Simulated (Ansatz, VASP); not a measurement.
## ZrO2 in VASP and in Ansatz

```
Zr O
1.0
     0.00000    2.55790    2.55790
     2.55790    0.00000    2.55790
     2.55790    2.55790    0.00000
Zr O
1 2
Direct
  0.00000 0.00000 0.00000
  0.25000 0.25000 0.25000
  0.75000 0.75000 0.75000
```

Alike in both runs: task single point; functional PBE; k mesh 8 × 8 × 8; occupations gaussian, width 0.05 eV; no spin polarisation.

|  | VASP | Ansatz |
| --- | --- | --- |
| version | VASP 6.6.1 | Ansatz 0.2.0 |
| potentials or method | VASP PAW PBE potentials, release 64 (Zr_sv, O), cutoff 520 eV | scalar-relativistic, plane waves, PAW |
| valence electrons in the cell | 24 | 24 |

```csv
,VASP,Ansatz,Ansatz less VASP
gap on the k mesh at the Fermi level (eV),3.31,3.32,+0.007
least direct gap on the mesh (eV),3.74,3.75,+0.005
pressure (GPa),0.3,0.0,-0.31
```

With one functional, cell and mesh, what is left measures potentials, basis and numerics.
